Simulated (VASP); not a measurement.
# TaS2 (P-3m1) in VASP: a series of runs

TaS2 is run at these levels: PBE+D3(BJ), PBE+D4, RPBE, PBE, LDA; tasks: single point.

Everything below comes from runs of VASP 6.6.1. Logs are shortened: lines on timing, memory, paths and dates and some standing lists are left out, and cuts for length are marked.

## 1. The cell of the first run

It takes space group P-3m1 (No. 164, trigonal). The conventional cell has a = 3.383 Å, b = 3.383 Å, c = 6.168 Å, α = 90.00°, β = 90.00°, γ = 120.00°. Ta (site symmetry -3m) has 6 S at 2.47 Å and 6 Ta at 3.38 Å within 3.4 Å. Within 3.4 Å of S (site symmetry 3m) lie 3 Ta at 2.47 Å and 6 S at 3.38 Å.

## 2. Single point, PBE+D3(BJ)

File INCAR:

```
SYSTEM = TaS2
ALGO = Normal
EDIFF = 1E-6
ENCUT = 500
GGA = PE
GGA_COMPAT = .False.
ISIF = 2
ISMEAR = 0
IVDW = 12
LASPH = .True.
LCHARG = .False.
LREAL = .False.
LWAVE = .False.
NBANDS = 18
NELM = 120
PREC = Accurate
SIGMA = 0.1
```

File KPOINTS:

```
k-points
0
Gamma
  6 6 4
  0 0 0
```

File POSCAR:

```
TaS2
1.0
    3.3828573416      0.0000000000      0.0000000000
   -1.6914286708      2.9296403952      0.0000000000
    0.0000000000      0.0000000000      6.1679785700
Ta S
1 2
Direct
    0.0000000000      0.0000000000      0.0000000000
    0.6666666667      0.3333333333      0.7542821200
    0.3333333333      0.6666666667      0.2457178800
```

Potentials or basis: VASP PAW PBE potentials, release 64 (Ta_pv, S).

Started as:

```sh
cat potpaw_PBE.64/Ta_pv/POTCAR potpaw_PBE.64/S/POTCAR > POTCAR
mpirun -np 1 vasp_std > vasp.out
```

OUTCAR:

```text
SYSTEM = TaS2
   EDIFF = 1E-6
   ENCUT = 500
   GGA = PE
   ISIF = 2
   ISMEAR = 0
   IVDW = 12
   LASPH = .True.
   LREAL = .False.
   NELM = 120
   PREC = Accurate
 IVDW          = 12

 ion  position               nearest neighbor table
   1  0.000  0.000  0.000-   2 2.47   3 2.47   3 2.47   2 2.47   2 2.47   3 2.47
   2  0.667  0.333  0.754-   1 2.47   1 2.47   1 2.47
   3  0.333  0.667  0.246-   1 2.47   1 2.47   1 2.47

  LATTYP: Found a hexagonal cell.
 ALAT       =     3.3828573416
 C/A-ratio  =     1.8233043688

  Lattice vectors:

 A1 = (   3.3828573416,   0.0000000000,   0.0000000000)
 A2 = (  -1.6914286708,   2.9296403952,   0.0000000000)
 A3 = (   0.0000000000,   0.0000000000,   6.1679785700)

Analysis of symmetry for initial positions (statically):
=====================================================================
 Subroutine PRICEL returns:
 Original cell was already a primitive cell.

 Routine SETGRP: Setting up the symmetry group for a
 hexagonal supercell.

 Subroutine GETGRP returns: Found 12 space group operations
 (whereof 12 operations were pure point group operations)
 out of a pool of 24 trial point group operations.

The static configuration has the point symmetry D_3d.

Analysis of symmetry for dynamics (positions and initial velocities):
=====================================================================
 Subroutine PRICEL returns:
 Original cell was already a primitive cell.

 Routine SETGRP: Setting up the symmetry group for a
 hexagonal supercell.

 Subroutine GETGRP returns: Found 12 space group operations
 (whereof 12 operations were pure point group operations)
 out of a pool of 24 trial point group operations.

The dynamic configuration has the point symmetry D_3d.

 Subroutine INISYM returns: Found 12 space group operations
 (whereof 12 operations are pure point group operations),
 and found     1 'primitive' translations

----------------------------------------------------------------------------------------

                                     Primitive cell

  volume of cell :      61.1281

  direct lattice vectors                    reciprocal lattice vectors
     3.382857342  0.000000000  0.000000000     0.295608091  0.170669411  0.000000000
    -1.691428671  2.929640395  0.000000000     0.000000000  0.341338822  0.000000000
     0.000000000  0.000000000  6.167978570     0.000000000  0.000000000  0.162127671

  length of vectors
     3.382857342  3.382857342  6.167978570     0.341338822  0.341338822  0.162127671

  position of ions in fractional coordinates (direct lattice)
     0.000000000  0.000000000  0.000000000
     0.666666667  0.333333333  0.754282120
     0.333333333  0.666666667  0.245717880

  ion indices of the primitive-cell ions
   primitive index   ion index
                 1           1
                 2           2
                 3           3

----------------------------------------------------------------------------------------

 KPOINTS: k-points

Automatic generation of k-mesh.
 Grid dimensions read from file:
 generate k-points for:    6    6    4

 Generating k-lattice:

  Cartesian coordinates                     Fractional coordinates (reciprocal lattice)
     0.049268015  0.028444902  0.000000000     0.166666667  0.000000000  0.000000000
     0.000000000  0.056889804  0.000000000     0.000000000  0.166666667  0.000000000
     0.000000000  0.000000000  0.040531918     0.000000000  0.000000000  0.250000000

  Length of vectors
     0.056889804  0.056889804  0.040531918

  Shift w.r.t. Gamma in fractional coordinates (k-lattice)
     0.000000000  0.000000000  0.000000000

 Subroutine IBZKPT returns following result:
 ===========================================

 Found     24 irreducible k-points:

 Following reciprocal coordinates:
            Coordinates               Weight
  0.000000  0.000000  0.000000      1.000000
  0.166667  0.000000  0.000000      6.000000
  0.333333  0.000000  0.000000      6.000000
  0.500000  0.000000  0.000000      3.000000
  0.166667  0.166667  0.000000      6.000000
  0.333333  0.166667  0.000000     12.000000
[... 16 lines left out ...]
  0.333333  0.166667  0.500000     12.000000
  0.333333  0.333333  0.500000      2.000000
   k-points           NKPTS =     24   k-points in BZ     NKDIM =     24   number of bands    NBANDS=     18
   number of dos      NEDOS =    301   number of ions     NIONS =      3
   total plane-waves  NPLWV =  37632
   dimension x,y,z NGX =    28 NGY =   28 NGZ =   48
   dimension x,y,z NGXF=    56 NGYF=   56 NGZF=   96
   ions per type =               1   2
   NGX,Y,Z   is equivalent  to a cutoff of  13.76, 13.76, 12.94 a.u.
   NGXF,Y,Z  is equivalent  to a cutoff of  27.52, 27.52, 25.87 a.u.
 SYSTEM =  TaS2
   PREC   = accura    normal or accurate (medium, high low for compatibility)
   ISTART =      0    job   : 0-new  1-cont  2-samecut
   ICHARG =      2    charge: 1-file 2-atom 10-const
   ISPIN  =      1    spin polarized calculation?
   LNONCOLLINEAR =      F non collinear calculations
   LSORBIT =      F    spin-orbit coupling
   LASPH  =      T    aspherical Exc in radial PAW
   ENCUT  =  500.0 eV  36.75 Ry    6.06 a.u.   6.17  6.17 11.25*2*pi/ulx,y,z
   NELM   =    120;   NELMIN=  2; NELMDL= -5     # of ELM steps
   EDIFF  = 0.1E-05   stopping-criterion for ELM
   LREAL  =      F    real-space projection
   EDIFFG = 0.1E-04   stopping-criterion for IOM
   NSW    =      0    number of steps for IOM
   IBRION =     -1    ionic relax: 0-MD 1-quasi-New 2-CG
   NFREE  =      0    steps in history (QN), initial steepest desc. (CG)
   ISIF   =      2    stress and relaxation
   ISYM   =      2    0-nonsym 1-usesym 2-fastsym
   POTIM  = 0.5000    time-step for ionic-motion
   TEBEG  =    0.0;   TEEND  =   0.0 temperature during run
   PSTRESS=    0.0 pullay stress
   NELECT =      23.0000    total number of electrons
   NUPDOWN=      -1.0000    fix difference up-down
   EMIN   =  10.00;   EMAX   =-10.00  energy-range for DOS
   EFERMI =   0.00;   METHOD = LEGACY
   ISMEAR =     0;   SIGMA  =   0.10  broadening in eV -4-tet -1-fermi 0-gaus
   EFERMI_NEDOS =   21; number of points for ismear=-14 and -15
   IALGO  =     38    algorithm
   IMIX   =      4    mixing-type and parameters
     AMIX     =   0.40;   BMIX     =  1.00
     AMIX_MAG =   1.60;   BMIX_MAG =  1.00
  volume/ion in A,a.u.               =      20.38       137.50
  Fermi-wavevector in a.u.,A,eV,Ry     =   1.181872  2.233414 19.004913  1.396822
  Thomas-Fermi vector in A             =   2.318137
   LORBIT       =      0    0 simple, 1 ext, 2 COOP (PROOUT), +10 PAW based schemes
   GGA     = PE    functional components
   LHFCALC =     F    Hartree Fock is set to
   AEXX    =    0.0000 exact exchange contribution
   IVDW    =    12    specifies the selected vdW correction
   LEPSILON=     F    determine dielectric tensor
   LRPA    =     F    only Hartree local field effects (RPA)
 non-spin polarized calculation
 Gauss-broadening in eV      SIGMA  =   0.10
  energy-cutoff  :      500.00
  volume of cell :       61.13
 maximum number of plane-waves:      1570
 NGX is ok and might be reduce to    28
   NGX = 13   NGY = 13   NGZ = 23

 number of electron      23.0000002 magnetization

 Free energy of the ion-electron system (eV)
  ---------------------------------------------------
  ext. energy  EPLUGINS =         0.00000000
  ---------------------------------------------------
  free energy    TOTEN  =       -23.12526336 eV

  energy without entropy =      -23.10995679  energy(sigma->0) =      -23.11761008

 E-fermi :   5.0110     XC(G=0): -10.1350

 val. band max:        4.9860489701   @ k =   0.3333   0.1667   0.5000
 cond. band min:       5.0314389463   @ k =  -0.1667   0.5000   0.2500
 fundamental gap:      0.0453899762
 Fermi energy:         5.0109980380

 k-point     1 :       0.0000    0.0000    0.0000
  band No.  band energies     occupation
      1     -30.3769      2.00000
      2     -30.3769      2.00000
      3     -30.3704      2.00000
      4      -9.8451      2.00000
      5      -8.0995      2.00000
      6      -1.6982      2.00000
[... 10 lines left out ...]
     17      10.0203      0.00000
     18      10.2726      0.00000

 k-point     2 :       0.1667    0.0000    0.0000
  band No.  band energies     occupation
      1     -30.4429      2.00000
      2     -30.3921      2.00000
      3     -30.3579      2.00000
      4      -9.4558      2.00000
      5      -8.0832      2.00000
      6      -1.2193      2.00000
[... 10 lines left out ...]
     17      11.3886      0.00000
     18      11.8504      0.00000

 k-point     3 :       0.3333    0.0000    0.0000
  band No.  band energies     occupation
      1     -30.5722      2.00000
      2     -30.4224      2.00000
      3     -30.3328      2.00000
      4      -8.5937      2.00000
      5      -7.9939      2.00000
      6      -0.7824      2.00000
[... 10 lines left out ...]
     17      11.1693      0.00000
     18      11.6879      0.00000

 k-point     4 :       0.5000    0.0000    0.0000
  band No.  band energies     occupation
      1     -30.6355      2.00000
      2     -30.4374      2.00000
      3     -30.3202      2.00000
      4      -8.2859      2.00000
      5      -7.6927      2.00000
      6      -1.7506      2.00000
[... 10 lines left out ...]
     17      10.4031      0.00000
     18      11.7822      0.00000

 k-point     5 :       0.1667    0.1667    0.0000
  band No.  band energies     occupation
      1     -30.5277      2.00000
      2     -30.4276      2.00000
      3     -30.3391      2.00000
      4      -8.8013      2.00000
      5      -8.0508      2.00000
      6      -0.3932      2.00000
[... 10 lines left out ...]
     17      12.2956      0.00000
     18      12.7653      0.00000

 k-point     6 :       0.3333    0.1667    0.0000
  band No.  band energies     occupation
      1     -30.6025      2.00000
      2     -30.4715      2.00000
      3     -30.3203      2.00000
      4      -8.1523      2.00000
      5      -7.8524      2.00000
      6      -1.1402      2.00000
[... 10 lines left out ...]
     17      11.3301      0.00000
     18      12.1069      0.00000

 k-point     7 :       0.3333    0.3333    0.0000
  band No.  band energies     occupation
      1     -30.5571      2.00000
      2     -30.5571      2.00000
      3     -30.3141      2.00000
      4      -7.8446      2.00000
      5      -7.8446      2.00000
      6      -0.5818      2.00000
[... 10 lines left out ...]
     17      10.5851      0.00000
     18      14.1718      0.00000

 k-point     8 :       0.0000    0.0000    0.2500
  band No.  band energies     occupation
      1     -30.3769      2.00000
      2     -30.3769      2.00000
      3     -30.3704      2.00000
      4      -9.7621      2.00000
      5      -8.2564      2.00000
      6      -1.3061      2.00000
[... 10 lines left out ...]
     17      10.2506      0.00000
     18      10.7339      0.00000
[... 229 lines left out ...]
     17      11.8698      0.00000
     18      12.1030      0.00000

 k-point    20 :       0.3333    0.0000    0.5000
  band No.  band energies     occupation
      1     -30.5722      2.00000
      2     -30.4224      2.00000
      3     -30.3329      2.00000
      4      -8.5103      2.00000
      5      -8.0868      2.00000
      6      -0.9016      2.00000
[... 10 lines left out ...]
     17      10.7423      0.00000
     18      10.9755      0.00000

 k-point    21 :       0.5000    0.0000    0.5000
  band No.  band energies     occupation
      1     -30.6355      2.00000
      2     -30.4374      2.00000
      3     -30.3203      2.00000
      4      -8.3519      2.00000
      5      -7.5984      2.00000
      6      -1.8058      2.00000
[... 10 lines left out ...]
     17       9.9726      0.00000
     18      11.4447      0.00000

 k-point    22 :       0.1667    0.1667    0.5000
  band No.  band energies     occupation
      1     -30.5277      2.00000
      2     -30.4276      2.00000
      3     -30.3391      2.00000
      4      -8.6355      2.00000
      5      -8.2501      2.00000
      6      -0.4406      2.00000
[... 10 lines left out ...]
     17      11.8947      0.00000
     18      13.1954      0.00000

 k-point    23 :       0.3333    0.1667    0.5000
  band No.  band energies     occupation
      1     -30.6025      2.00000
      2     -30.4715      2.00000
      3     -30.3203      2.00000
      4      -8.1914      2.00000
      5      -7.8042      2.00000
      6      -1.1877      2.00000
[... 10 lines left out ...]
     17      11.2437      0.00000
     18      11.4079      0.00000

 k-point    24 :       0.3333    0.3333    0.5000
  band No.  band energies     occupation
      1     -30.5570      2.00000
      2     -30.5570      2.00000
      3     -30.3141      2.00000
      4      -7.8478      2.00000
      5      -7.8478      2.00000
      6      -0.3643      2.00000
[... 10 lines left out ...]
     17      12.4540      0.00000
     18      12.5723      0.00000

------------------------ aborting loop because EDIFF is reached ----------------------------------------

 Edisp (eV)   -1.14927

 E8    (eV) :    -0.4907

  FORCE on cell =-STRESS in cart. coord.  units (eV):
  Direction    XX          YY          ZZ          XY          YZ          ZX
  --------------------------------------------------------------------------------------
  -------------------------------------------------------------------------------------
  Total      -0.74596    -0.74596    -0.53207     0.00000     0.00000     0.00000
  in kB     -19.55176   -19.55176   -13.94556     0.00000     0.00000     0.00000
  external pressure =      -17.68 kB  Pullay stress =        0.00 kB

 VOLUME and BASIS-vectors are now :
 -----------------------------------------------------------------------------
  energy-cutoff  :      500.00
  volume of cell :       61.13
      direct lattice vectors                 reciprocal lattice vectors
     3.382857342  0.000000000  0.000000000     0.295608091  0.170669411  0.000000000
    -1.691428671  2.929640395  0.000000000     0.000000000  0.341338822  0.000000000
     0.000000000  0.000000000  6.167978570     0.000000000  0.000000000  0.162127671

 POSITION                                       TOTAL-FORCE (eV/Angst)
 -----------------------------------------------------------------------------------
      0.00000      0.00000      0.00000        -0.000000      0.000000      0.000000
      1.69143      0.97655      4.65240         0.000000     -0.000000     -0.156309
     -0.00000      1.95309      1.51558        -0.000000      0.000000      0.156309
 -----------------------------------------------------------------------------------
    total drift:                                0.000000     -0.000000      0.000000

  FREE ENERGIE OF THE ION-ELECTRON SYSTEM (eV)
  ---------------------------------------------------
  free  energy   TOTEN  =       -24.2745285845 eV

  energy  without entropy=      -24.2592220241  energy(sigma->0) =      -24.26687530
```

Wall time 16 s (1 thread of Intel Xeon 6975P-C (Granite Rapids), shared host); peak memory 0.2 GiB.

Results:

```yaml
Free_energy: -24.2745 eV
Pressure: -1.8 GPa
Largest_force: 0.156 eV/Å
Band_gap_on_the_k_mesh: zero (an odd number of electrons rules out a gap without spin polarisation)
Dispersion_energy_per_atom: -0.383 eV
```

Forces on the atoms (eV/Å):
```
Ta   0.000  0.000  0.000
S    0.000  0.000 -0.156
S    0.000  0.000  0.156
```

Caveat: spin-orbit coupling is left out, which moves the levels of the heavy elements.

## 3. Single point, PBE+D4

File INCAR:

```
SYSTEM = TaS2
PREC = Accurate
ENCUT = 500
EDIFF = 1E-6
ISMEAR = 1
SIGMA = 0.0039
LREAL = .FALSE.
LASPH = .TRUE.
NELM = 120
ALGO = Normal
ISIF = 2
LWAVE = .FALSE.
LCHARG = .FALSE.
GGA = PE
IVDW = 13
NBANDS = 18
GGA_COMPAT = .FALSE.
```

File KPOINTS:

```
regular mesh
0
G
  6 6 4
  0 0 0
```

POSCAR is that of step 2.

Potentials or basis: VASP PAW PBE potentials, release 64 (Ta_pv, S).

Started as:

```sh
cat potpaw_PBE.64/Ta_pv/POTCAR potpaw_PBE.64/S/POTCAR > POTCAR
mpirun -np 1 vasp_std > vasp.out
```

Run time: 13 s. Hardware: 1 thread of Intel Xeon 6975P-C (Granite Rapids), shared host; peak memory 0.19 GiB.

Results (log left out):

| Quantity | Value |
| --- | --- |
| Free energy | -24.0466 eV |
| Pressure | -1.0 GPa |
| Largest force | 0.172 eV/Å |
| Band gap on the k mesh | zero (an odd number of electrons rules out a gap without spin polarisation) |
| Dispersion energy per atom | -0.310 eV |

Forces in eV/Å, atoms in the order of the input:
```
Ta   0.000  0.000  0.000
S    0.000  0.000 -0.172
S    0.000  0.000  0.172
```

Stress tensor (GPa, compression positive):
```
-1.24  0.00  0.00
 0.00 -1.24  0.00
 0.00  0.00 -0.47
```

Levels at points of the mesh, in eV from the Fermi level:
```
           k point  band 8  band 9  band 10  band 11  band 12  band 13  band 14  band 15
(0.00, 0.00, 0.00)   -3.96   -1.63    -0.81    -0.81     0.08     0.08     0.15     3.85
(0.50, 0.00, 0.00)   -4.37   -3.90    -3.31    -2.15    -0.90     2.36     2.90     4.31
(0.00, 0.00, 0.50)   -3.95   -3.41    -0.89    -0.89     0.06     0.06     0.95     4.11
(0.50, 0.00, 0.50)   -4.32   -3.99    -2.42    -1.97    -1.23     2.36     2.89     4.30
```

Caveat: spin-orbit coupling is left out, which moves the levels of the heavy elements.

## 4. Single point, RPBE

This run uses another cell than the first one, of 20.99 Å³/atom.

File INCAR:

```
ALGO = Normal ; EDIFF = 1E-6
ENCUT = 500 ; GGA = RP
GGA_COMPAT = False ; ISIF = 2
ISMEAR = 0 ; LASPH = True
LCHARG = False ; LREAL = False
LWAVE = False ; NBANDS = 18
NELM = 120 ; PREC = Accurate
SIGMA = 0.1
```

File KPOINTS:

```
k-points
0
Gamma
  6 6 4
```

File POSCAR:

```
TaS2
1.0
    3.4163531570      0.0000000000      0.0000000000
   -1.7081765785      2.9586486223      0.0000000000
    0.0000000000      0.0000000000      6.2290516366
Ta S
1 2
Direct
    0.0000000000      0.0000000000      0.0000000000
    0.6666666667      0.3333333333      0.7542821200
    0.3333333333      0.6666666667      0.2457178800
```

Started as:

```sh
cat potpaw_PBE.64/Ta_pv/POTCAR potpaw_PBE.64/S/POTCAR > POTCAR
mpirun -np 1 vasp_std > vasp.out
```

It took 15 s on 1 thread of Intel Xeon 6975P-C (Granite Rapids), shared host; peak memory 0.19 GiB.

Results (log left out):

| Quantity | Value |
| --- | --- |
| Free energy | -21.9931 eV |
| Pressure | 0.2 GPa |
| Largest force | 0.216 eV/Å |
| Band gap on the k mesh | zero (an odd number of electrons rules out a gap without spin polarisation) |

Forces on the atoms (eV/Å):
```
Ta   0.000  0.000  0.000
S    0.000  0.000  0.216
S    0.000  0.000 -0.216
```

Stress tensor (GPa, compression positive):
```
0.00 0.00 0.00
0.00 0.00 0.00
0.00 0.00 0.65
```

Levels at points of the mesh, in eV from the Fermi level:
| k point | band 8 | band 9 | band 10 | band 11 | band 12 | band 13 | band 14 | band 15 |
| --- | --- | --- | --- | --- | --- | --- | --- | --- |
| (0.00, 0.00, 0.00) | -3.92 | -1.70 | -0.91 | -0.91 | 0.06 | 0.06 | 0.16 | 3.67 |
| (0.50, 0.00, 0.00) | -4.31 | -3.87 | -3.31 | -2.20 | -0.92 | 2.24 | 2.75 | 4.29 |
| (0.00, 0.00, 0.50) | -3.90 | -3.33 | -0.99 | -0.99 | 0.04 | 0.04 | 0.84 | 3.90 |
| (0.50, 0.00, 0.50) | -4.27 | -3.95 | -2.49 | -2.03 | -1.20 | 2.23 | 2.74 | 4.11 |

Caveat: the PAW data sets were made with another functional, which shifts forces and pressure a little; spin-orbit coupling is left out, which moves the levels of the heavy elements; this functional lacks dispersion, which binds the layers, so the pressure and a relaxed spacing across them are unreliable.

(Part 1 of 2 ends here.)
